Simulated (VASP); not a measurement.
# BaTiO3 (Pm-3m) in VASP: single point with PBE

Aim: the single point of BaTiO3 with PBE.

Program: VASP 6.6.1. These are calculated values, not measurements. Logs are shortened: lines on timing, memory, paths and dates and some standing lists are left out, and cuts for length are marked.

## 1. The cell of the first run

Symmetry: Pm-3m, No. 221, cubic system. Conventional cell: a = 4.019 Å, b = 4.019 Å, c = 4.019 Å, α = 90.00°, β = 90.00°, γ = 90.00°. Ba (site symmetry m-3m) has 12 O at 2.84 Å and 8 Ti at 3.48 Å within 3.7 Å. Within 2.7 Å of Ti (site symmetry m-3m) lie 6 O at 2.01 Å. O (site symmetry 4/mmm) has 2 Ti at 2.01 Å within 2.7 Å.

## 2. Single point, PBE

The input, INCAR:

```
PREC = Accurate
ENCUT = 520
EDIFF = 1E-6
ISMEAR = 0
SIGMA = 0.02
LREAL = False
LASPH = True
NELM = 60
ALGO = Normal
ISIF = 2
LWAVE = False
LCHARG = False
GGA = PE
NBANDS = 28
```

The input, KPOINTS:

```
regular mesh
0
Gamma
  8 8 8
```

The input, POSCAR:

```
BaTiO3
1.0
    4.0192481791      0.0000000000      0.0000000000
    0.0000000000      4.0192481791      0.0000000000
    0.0000000000      0.0000000000      4.0192481791
Ba Ti O
1 1 3
Direct
    0.5000000000      0.5000000000      0.5000000000
    0.0000000000      0.0000000000      0.0000000000
    0.5000000000      0.0000000000      0.0000000000
    0.0000000000      0.5000000000      0.0000000000
    0.0000000000      0.0000000000      0.5000000000
```

Potentials or basis: VASP PAW PBE potentials, release 64 (Ba_sv, Ti_sv, O).

Command:

```bash
$ cat potpaw_PBE.64/Ba_sv/POTCAR potpaw_PBE.64/Ti_sv/POTCAR potpaw_PBE.64/O/POTCAR > POTCAR
$ mpirun -np 1 vasp_std > vasp.out
```

OUTCAR:

```text
PREC = Accurate
   ENCUT = 520
   EDIFF = 1E-6
   ISMEAR = 0
   LREAL = False
   LASPH = True
   NELM = 60
   ISIF = 2
   GGA = PE

 ion  position               nearest neighbor table
   1  0.500  0.500  0.500-   3 2.84   4 2.84   5 2.84   3 2.84   4 2.84   3 2.84   5 2.84   3 2.84
                             4 2.84   5 2.84   4 2.84   5 2.84   2 3.48   2 3.48   2 3.48   2 3.48
   2  0.000  0.000  0.000-   3 2.01   4 2.01   5 2.01   5 2.01   4 2.01   3 2.01   1 3.48   1 3.48
                             1 3.48   1 3.48   1 3.48   1 3.48   1 3.48   1 3.48
   3  0.500  0.000  0.000-   2 2.01   2 2.01   1 2.84   1 2.84   1 2.84   1 2.84
   4  0.000  0.500  0.000-   2 2.01   2 2.01   1 2.84   1 2.84   1 2.84   1 2.84
   5  0.000  0.000  0.500-   2 2.01   2 2.01   1 2.84   1 2.84   1 2.84   1 2.84

  LATTYP: Found a simple cubic cell.
 ALAT       =     4.0192481791

  Lattice vectors:

 A1 = (   4.0192481791,   0.0000000000,   0.0000000000)
 A2 = (   0.0000000000,   4.0192481791,   0.0000000000)
 A3 = (   0.0000000000,   0.0000000000,   4.0192481791)

Analysis of symmetry for initial positions (statically):
=====================================================================
 Subroutine PRICEL returns:
 Original cell was already a primitive cell.

 Routine SETGRP: Setting up the symmetry group for a
 simple cubic supercell.

 Subroutine GETGRP returns: Found 48 space group operations
 (whereof 48 operations were pure point group operations)
 out of a pool of 48 trial point group operations.

The static configuration has the point symmetry O_h .

Analysis of symmetry for dynamics (positions and initial velocities):
=====================================================================
 Subroutine PRICEL returns:
 Original cell was already a primitive cell.

 Routine SETGRP: Setting up the symmetry group for a
 simple cubic supercell.

 Subroutine GETGRP returns: Found 48 space group operations
 (whereof 48 operations were pure point group operations)
 out of a pool of 48 trial point group operations.

The dynamic configuration has the point symmetry O_h .

 Subroutine INISYM returns: Found 48 space group operations
 (whereof 48 operations are pure point group operations),
 and found     1 'primitive' translations

----------------------------------------------------------------------------------------

                                     Primitive cell

  volume of cell :      64.9284

  direct lattice vectors                    reciprocal lattice vectors
     4.019248179  0.000000000  0.000000000     0.248802750  0.000000000  0.000000000
     0.000000000  4.019248179  0.000000000     0.000000000  0.248802750  0.000000000
     0.000000000  0.000000000  4.019248179     0.000000000  0.000000000  0.248802750

  length of vectors
     4.019248179  4.019248179  4.019248179     0.248802750  0.248802750  0.248802750

  position of ions in fractional coordinates (direct lattice)
     0.500000000  0.500000000  0.500000000
     0.000000000  0.000000000  0.000000000
     0.500000000  0.000000000  0.000000000
     0.000000000  0.500000000  0.000000000
     0.000000000  0.000000000  0.500000000

  ion indices of the primitive-cell ions
   primitive index   ion index
                 1           1
                 2           2
                 3           3
                 4           4
                 5           5

----------------------------------------------------------------------------------------

 KPOINTS: regular mesh

Automatic generation of k-mesh.
 Grid dimensions read from file:
 generate k-points for:    8    8    8

 Generating k-lattice:

  Cartesian coordinates                     Fractional coordinates (reciprocal lattice)
     0.031100344  0.000000000  0.000000000     0.125000000  0.000000000  0.000000000
     0.000000000  0.031100344  0.000000000     0.000000000  0.125000000  0.000000000
     0.000000000  0.000000000  0.031100344     0.000000000  0.000000000  0.125000000

  Length of vectors
     0.031100344  0.031100344  0.031100344

  Shift w.r.t. Gamma in fractional coordinates (k-lattice)
     0.000000000  0.000000000  0.000000000

 Subroutine IBZKPT returns following result:
 ===========================================

 Found     35 irreducible k-points:

 Following reciprocal coordinates:
            Coordinates               Weight
  0.000000  0.000000  0.000000      1.000000
  0.125000  0.000000  0.000000      6.000000
  0.250000  0.000000  0.000000      6.000000
  0.375000  0.000000  0.000000      6.000000
  0.500000  0.000000  0.000000      3.000000
  0.125000  0.125000  0.000000     12.000000
[... 16 lines left out ...]
  0.375000  0.375000  0.125000     24.000000
  0.500000  0.375000  0.125000     24.000000
 [... further k-points ...]
   k-points           NKPTS =     35   k-points in BZ     NKDIM =     35   number of bands    NBANDS=     28
   number of dos      NEDOS =    301   number of ions     NIONS =      5
   total plane-waves  NPLWV =  27000
   dimension x,y,z NGX =    30 NGY =   30 NGZ =   30
   dimension x,y,z NGXF=    60 NGYF=   60 NGZF=   60
   ions per type =               1   1   3
   NGX,Y,Z   is equivalent  to a cutoff of  12.41, 12.41, 12.41 a.u.
   NGXF,Y,Z  is equivalent  to a cutoff of  24.82, 24.82, 24.82 a.u.
 SYSTEM =  unknown system
   PREC   = accura    normal or accurate (medium, high low for compatibility)
   ISTART =      0    job   : 0-new  1-cont  2-samecut
   ICHARG =      2    charge: 1-file 2-atom 10-const
   ISPIN  =      1    spin polarized calculation?
   LNONCOLLINEAR =      F non collinear calculations
   LSORBIT =      F    spin-orbit coupling
   LASPH  =      T    aspherical Exc in radial PAW
   ENCUT  =  520.0 eV  38.22 Ry    6.18 a.u.   7.47  7.47  7.47*2*pi/ulx,y,z
   NELM   =     60;   NELMIN=  2; NELMDL= -5     # of ELM steps
   EDIFF  = 0.1E-05   stopping-criterion for ELM
   LREAL  =      F    real-space projection
[... 7 lines left out ...]
   TEBEG  =    0.0;   TEEND  =   0.0 temperature during run
   PSTRESS=    0.0 pullay stress
   NELECT =      40.0000    total number of electrons
   NUPDOWN=      -1.0000    fix difference up-down
   EMIN   =  10.00;   EMAX   =-10.00  energy-range for DOS
   EFERMI =   0.00;   METHOD = LEGACY
   ISMEAR =     0;   SIGMA  =   0.02  broadening in eV -4-tet -1-fermi 0-gaus
   EFERMI_NEDOS =   21; number of points for ismear=-14 and -15
   IALGO  =     38    algorithm
   IMIX   =      4    mixing-type and parameters
     AMIX     =   0.40;   BMIX     =  1.00
     AMIX_MAG =   1.60;   BMIX_MAG =  1.00
  volume/ion in A,a.u.               =      12.99        87.63
  Fermi-wavevector in a.u.,A,eV,Ry     =   1.392996  2.632382 26.401276  1.940439
  Thomas-Fermi vector in A             =   2.516685
   LORBIT       =      0    0 simple, 1 ext, 2 COOP (PROOUT), +10 PAW based schemes
   GGA     = PE    functional components
   LHFCALC =     F    Hartree Fock is set to
   AEXX    =    0.0000 exact exchange contribution
   IVDW    =     0    specifies the selected vdW correction
   LEPSILON=     F    determine dielectric tensor
   LRPA    =     F    only Hartree local field effects (RPA)
 non-spin polarized calculation
 Gauss-broadening in eV      SIGMA  =   0.02
  energy-cutoff  :      520.00
  volume of cell :       64.93
 maximum number of plane-waves:      1775
 NGX is ok and might be reduce to    30
   NGX = 15   NGY = 15   NGZ = 15

 number of electron      39.9999976 magnetization

 Free energy of the ion-electron system (eV)
  ---------------------------------------------------
  ext. energy  EPLUGINS =         0.00000000
  ---------------------------------------------------
  free energy    TOTEN  =       -39.98177401 eV

  energy without entropy =      -39.98177401  energy(sigma->0) =      -39.98177401

 E-fermi :   3.9827     XC(G=0): -11.1943

 val. band max:        3.7375036657   @ k =   0.5000   0.5000   0.5000
 cond. band min:       5.4580432454   @ k =   0.0000   0.0000   0.0000
 fundamental gap:      1.7205395797
 Fermi energy:         3.9826977452

 k-point     1 :       0.0000    0.0000    0.0000
  band No.  band energies     occupation
      1     -52.9520      2.00000
      2     -29.1563      2.00000
      3     -29.1563      2.00000
      4     -29.1563      2.00000
      5     -21.1055      2.00000
      6     -13.1265      2.00000
[... 20 lines left out ...]
     27       8.7742      0.00000
     28      10.9838      0.00000

 k-point     2 :       0.1250    0.0000    0.0000
  band No.  band energies     occupation
      1     -52.9518      2.00000
      2     -29.1635      2.00000
      3     -29.1560      2.00000
      4     -29.1560      2.00000
      5     -21.0896      2.00000
      6     -13.1325      2.00000
[... 20 lines left out ...]
     27       9.0775      0.00000
     28      11.3565      0.00000

 k-point     3 :       0.2500    0.0000    0.0000
  band No.  band energies     occupation
      1     -52.9515      2.00000
      2     -29.1809      2.00000
      3     -29.1554      2.00000
      4     -29.1554      2.00000
      5     -21.0505      2.00000
      6     -13.1895      2.00000
[... 20 lines left out ...]
     27       9.8754      0.00000
     28      12.0480      0.00000

 k-point     4 :       0.3750    0.0000    0.0000
  band No.  band energies     occupation
      1     -52.9511      2.00000
      2     -29.1981      2.00000
      3     -29.1547      2.00000
      4     -29.1547      2.00000
      5     -21.0106      2.00000
      6     -13.2862      2.00000
[... 578 lines left out ...]
     27      12.0198      0.00000
     28      12.1729      0.00000

 k-point    23 :       0.3750    0.3750    0.1250
  band No.  band energies     occupation
      1     -52.9502      2.00000
      2     -29.1955      2.00000
      3     -29.1951      2.00000
      4     -29.1601      2.00000
      5     -20.9342      2.00000
      6     -12.8516      2.00000
[... 20 lines left out ...]
     27      11.9243      0.00000
     28      12.5589      0.00000

 k-point    24 :       0.5000    0.3750    0.1250
  band No.  band energies     occupation
      1     -52.9501      2.00000
      2     -29.2023      2.00000
      3     -29.1949      2.00000
      4     -29.1599      2.00000
      5     -20.9228      2.00000
      6     -12.7962      2.00000
[... 20 lines left out ...]
     27      11.8684      0.00000
     28      12.6621      0.00000

 [... further k-points ...]
[... 5 lines left out ...]
  --------------------------------------------------------------------------------------
  -------------------------------------------------------------------------------------
  Total        0.6979015      0.6979015      0.6979015      0.0000000     -0.0000000      0.0000000
  in kB       17.2214697     17.2214697     17.2214697      0.0000000     -0.0000000      0.0000000
  external PRESSURE =      17.2214697 kB  Pullay stress =       0.0000000 kB

 VOLUME and BASIS-vectors are now :
 -----------------------------------------------------------------------------
  energy-cutoff  :      520.00
  volume of cell :       64.93
      direct lattice vectors                 reciprocal lattice vectors
     4.019248179  0.000000000  0.000000000     0.248802750  0.000000000  0.000000000
     0.000000000  4.019248179  0.000000000     0.000000000  0.248802750  0.000000000
     0.000000000  0.000000000  4.019248179     0.000000000  0.000000000  0.248802750

 POSITION                                       TOTAL-FORCE (eV/Angst)
 -----------------------------------------------------------------------------------
      2.00962      2.00962      2.00962         0.000000      0.000000      0.000000
      0.00000      0.00000      0.00000         0.000000      0.000000      0.000000
      2.00962      0.00000      0.00000         0.000000      0.000000      0.000000
      0.00000      2.00962      0.00000         0.000000      0.000000      0.000000
      0.00000      0.00000      2.00962         0.000000      0.000000      0.000000
 -----------------------------------------------------------------------------------
    total drift:                                0.000000     -0.000000      0.000000

  FREE ENERGIE OF THE ION-ELECTRON SYSTEM (eV)
  ---------------------------------------------------
  free  energy   TOTEN  =       -39.9817740133 eV

  energy  without entropy=      -39.9817740133  energy(sigma->0) =      -39.98177401
```

Wall time 27 s (1 thread of Intel Xeon 6975P-C (Granite Rapids), shared host); peak memory 0.21 GiB.

What came out:

```
Free energy            : -39.9818 eV
Pressure               : 1.7 GPa
Band gap on the k mesh : 1.72 eV, indirect (least direct gap 1.88 eV)
```

Levels at points of the mesh, in eV from the valence-band top:
```csv
k point,band 17,band 18,band 19,band 20,band 21,band 22,band 23,band 24
"(0.00, 0.00, 0.00)",-1.07,-0.16,-0.16,-0.16,1.72,1.72,1.72,3.82
"(0.50, 0.00, 0.00)",-1.81,-1.81,-0.71,-0.71,1.87,3.42,3.42,3.82
"(0.50, 0.50, 0.00)",-1.72,-0.88,-0.88,-0.09,3.43,3.43,3.84,4.65
"(0.50, 0.50, 0.50)",-2.41,0.00,0.00,0.00,4.08,4.08,4.08,6.67
```

Caveat: spin-orbit coupling is left out, which moves the levels of the heavy elements. PBE gaps usually lie below the measured ones, often by a third to a half.
